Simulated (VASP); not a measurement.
# Sn (Im-3m) in VASP: further runs, part 2 of 2

VASP 6.6.1.

## (4) Single point, RPBE (volume scaled by 0.96)

Input file INCAR:

```
SYSTEM = Sn
PREC = Accurate
ENCUT = 520
EDIFF = 1E-7
ISMEAR = -1
SIGMA = 0.1
LREAL = .False.
LASPH = .True.
NELM = 60
ALGO = Normal
ISIF = 2
LWAVE = .False.
LCHARG = .False.
GGA = RP
NBANDS = 13
```

Input file KPOINTS:

```
Automatic mesh
0
Gamma
  13 13 13
  0 0 0
```

Input file POSCAR:

```
Sn
1.0
   -1.8962846156      1.8962846156      1.8962846156
    1.8962846156     -1.8962846156      1.8962846156
    1.8962846156      1.8962846156     -1.8962846156
Sn
1
Direct
    0.0000000000      0.0000000000      0.0000000000
```

Potentials or basis: VASP PAW PBE potentials, release 64 (Sn_d).

Run with:

```bash
cat potpaw_PBE.64/Sn_d/POTCAR > POTCAR
mpirun -np 1 vasp_std > vasp.out
```

OUTCAR:

```text
SYSTEM = Sn
   PREC = Accurate
   ENCUT = 520
   EDIFF = 1E-7
   ISMEAR = -1
   LREAL = .False.
   LASPH = .True.
   NELM = 60
   ISIF = 2
   GGA = RP

 ion  position               nearest neighbor table
   1  0.000  0.000  0.000-

  LATTYP: Found a body centered cubic cell.
 ALAT       =     3.7925692312

  Lattice vectors:

 A1 = (  -1.8962846156,   1.8962846156,   1.8962846156)
 A2 = (   1.8962846156,  -1.8962846156,   1.8962846156)
 A3 = (   1.8962846156,   1.8962846156,  -1.8962846156)

Analysis of symmetry for initial positions (statically):
=====================================================================
 Subroutine PRICEL returns:
 Original cell was already a primitive cell.

 Routine SETGRP: Setting up the symmetry group for a
 body centered cubic supercell.

 Subroutine GETGRP returns: Found 48 space group operations
 (whereof 48 operations were pure point group operations)
 out of a pool of 48 trial point group operations.

The static configuration has the point symmetry O_h .

Analysis of symmetry for dynamics (positions and initial velocities):
=====================================================================
 Subroutine PRICEL returns:
 Original cell was already a primitive cell.

 Routine SETGRP: Setting up the symmetry group for a
 body centered cubic supercell.

 Subroutine GETGRP returns: Found 48 space group operations
 (whereof 48 operations were pure point group operations)
 out of a pool of 48 trial point group operations.

The dynamic configuration has the point symmetry O_h .

 Subroutine INISYM returns: Found 48 space group operations
 (whereof 48 operations are pure point group operations),
 and found     1 'primitive' translations

----------------------------------------------------------------------------------------

                                     Primitive cell

  volume of cell :      27.2754
[... 106 lines left out ...]
     AMIX     =   0.40;   BMIX     =  1.00
     AMIX_MAG =   1.60;   BMIX_MAG =  1.00
  volume/ion in A,a.u.               =      27.28       184.06
  Fermi-wavevector in a.u.,A,eV,Ry     =   1.310773  2.477001 23.376504  1.718125
  Thomas-Fermi vector in A             =   2.441280
   LORBIT       =      0    0 simple, 1 ext, 2 COOP (PROOUT), +10 PAW based schemes
   GGA     = RP    functional components
   LHFCALC =     F    Hartree Fock is set to
   AEXX    =    0.0000 exact exchange contribution
   IVDW    =     0    specifies the selected vdW correction
   LEPSILON=     F    determine dielectric tensor
   LRPA    =     F    only Hartree local field effects (RPA)
 non-spin polarized calculation
  energy-cutoff  :      520.00
  volume of cell :       27.28
 maximum number of plane-waves:       745
   NGX = 13   NGY = 13   NGZ = 13

 number of electron      13.9999998 magnetization

 Free energy of the ion-electron system (eV)
  ---------------------------------------------------
  ext. energy  EPLUGINS =         0.00000000
  ---------------------------------------------------
  free energy    TOTEN  =        -3.41077779 eV

  energy without entropy =       -3.38893918  energy(sigma->0) =       -3.39985848

 E-fermi :   8.1415     XC(G=0): -10.2724

 val. band max:        8.1225848712   @ k =   0.3077   0.1538   0.1538
 cond. band min:       8.2500778817   @ k =  -0.3846  -0.4615   0.0769
 fundamental gap:      0.1274930105
 Fermi energy:         8.1414872652

 k-point     1 :       0.0000    0.0000    0.0000
  band No.  band energies     occupation
      1     -13.4655      2.00000
      2     -13.4655      2.00000
      3     -13.4655      2.00000
      4     -13.3303      2.00000
      5     -13.3303      2.00000
      6      -2.8824      2.00000
      7      16.1629      0.00000
      8      16.1629      0.00000
      9      16.1629      0.00000
     10      20.2268      0.00000
     11      20.2268      0.00000
     12      20.2268      0.00000
     13      20.8393      0.00000
[... 354 lines left out ...]
  band No.  band energies     occupation
      1     -13.4870      2.00000
      2     -13.4453      2.00000
      3     -13.3467      2.00000
      4     -13.3358      2.00000
      5     -13.3143      2.00000
      6      -0.5699      2.00000
      7       8.0336      1.49270
      8      11.2235      0.00000
      9      12.4172      0.00000
     10      18.7069      0.00000
     11      19.1311      0.00000
     12      21.4368      0.00000
     13      23.0010      0.00000

 [... further k-points ...]
[... 5 lines left out ...]
  --------------------------------------------------------------------------------------
  -------------------------------------------------------------------------------------
  Total        0.3682828      0.3682828      0.3682828     -0.0000000     -0.0000000      0.0000000
  in kB       21.6332371     21.6332371     21.6332371     -0.0000000     -0.0000000      0.0000000
  external PRESSURE =      21.6332371 kB  Pullay stress =       0.0000000 kB

 VOLUME and BASIS-vectors are now :
 -----------------------------------------------------------------------------
  energy-cutoff  :      520.00
  volume of cell :       27.28
      direct lattice vectors                 reciprocal lattice vectors
    -1.896284616  1.896284616  1.896284616     0.000000000  0.263673499  0.263673499
     1.896284616 -1.896284616  1.896284616     0.263673499  0.000000000  0.263673499
     1.896284616  1.896284616 -1.896284616     0.263673499  0.263673499  0.000000000

 POSITION                                       TOTAL-FORCE (eV/Angst)
 -----------------------------------------------------------------------------------
      0.00000      0.00000      0.00000        -0.000000      0.000000     -0.000000
 -----------------------------------------------------------------------------------
    total drift:                               -0.000000      0.000000      0.000000

  FREE ENERGIE OF THE ION-ELECTRON SYSTEM (eV)
  ---------------------------------------------------
  free  energy   TOTEN  =        -3.4107777887 eV

  energy  without entropy=       -3.3889391760  energy(sigma->0) =       -3.39985848
```

stdout:

```text
POSCAR found type information on POSCAR Sn
 POSCAR found :  1 types and       1 ions
 scaLAPACK will be used
 -----------------------------------------------------------------------------
|                                                                             |
|                                                                             |
|     You enforced a specific xc type in the INCAR file but a different       |
|     I HOPE YOU KNOW WHAT YOU ARE DOING!                                     |
|                                                                             |
 -----------------------------------------------------------------------------

 LDA part: xc-table for (Slater+PW92), standard interpolation
 POSCAR, INCAR and KPOINTS ok, starting setup
 FFT: planning ... GRIDC
 FFT: planning ... GRID_SOFT
 FFT: planning ... GRID
 WAVECAR not read
 entering main loop
```

Wall time 9 s (1 thread of Intel Xeon 6975P-C (Granite Rapids), shared host); peak memory 0.15 GiB.

Results:

```
Free energy            : -3.4108 eV
Pressure               : 2.2 GPa
Band gap on the k mesh : zero (band 7 reaches 16.16 eV, above the bottom of band 8 at 5.82 eV)
```

Caveat: the PAW data sets were made with another functional, which shifts forces and pressure a little; spin-orbit coupling is left out, which moves the levels of the heavy elements.

## (5) Overview

```csv
cell,k mesh,gap on the mesh (eV),pressure (GPa)
"a = 3.329 Å, angles 109.5°, 1 atom",12 × 12 × 12,none,0.0
"a = 3.238 Å, angles 109.5°, 1 atom",13 × 13 × 13,none,4.6
"a = 3.284 Å, angles 109.5°, 1 atom",13 × 13 × 13,none,2.2
```

Alike in all rows: task single point; level RPBE; potentials or basis VASP PAW PBE potentials, release 64 (Sn_d); no spin polarisation; cutoff (eV) 520; smearing fermi-dirac 0.1 eV.

Caveats: the PAW data sets were made with another functional, which shifts forces and pressure a little; spin-orbit coupling is left out, which moves the levels of the heavy elements.

Total energies depend on the potentials used, so only differences within one code and one set of settings carry meaning.
